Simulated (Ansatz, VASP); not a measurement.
## Two plane-wave programs on LaLu2N3

```
La Lu N
1.0
     3.05248   -5.27452    0.00000
     3.05248    5.27452    0.00000
    -1.97003    0.00000    5.69535
La Lu N
2 4 6
Direct
  0.08179 0.91821 0.25000
  0.91821 0.08179 0.75000
  0.41492 0.58508 0.25000
  0.74386 0.25614 0.25000
  0.58508 0.41492 0.75000
  0.25614 0.74386 0.75000
  0.81598 0.63535 0.49788
  0.36465 0.18402 0.00212
  0.63535 0.81598 0.99788
  0.18402 0.36465 0.50212
  0.50000 0.00000 0.50000
  0.00000 0.50000 0.00000
```

Alike in both runs: task single point; functional PBE; k mesh 4 × 4 × 4; occupations gaussian, width 0.1 eV; no spin polarisation.

|  | VASP | Ansatz |
| --- | --- | --- |
| version | VASP 6.6.1 | Ansatz 0.2.0 |
| potentials or method | VASP PAW PBE potentials, release 64 (La, Lu, N), cutoff 600 eV | scalar-relativistic, plane waves, PAW |
| valence electrons in the cell | 152 | 152 |

Ansatz gave:

* gap on the k mesh at the Fermi level (eV): 0.12
* least direct gap on the mesh (eV): 0.16
* pressure (GPa): -0.2
* traceless stress, the component that is largest in VASP (GPa): -0.23
* rms of the force components (eV/Å): 0.026

Problem. What did VASP give for the same quantities?

Solution. gap on the k mesh at the Fermi level (eV): 0.11; least direct gap on the mesh (eV): 0.16; pressure (GPa): 0.2; traceless stress, the component that is largest in VASP (GPa): -0.26; rms of the force components (eV/Å): 0.047.

Atom by atom the forces differ by 0.023 eV/Å (rms over components). With one functional, cell and mesh, what is left measures potentials, basis and numerics.

Neither program's run includes spin-orbit coupling.
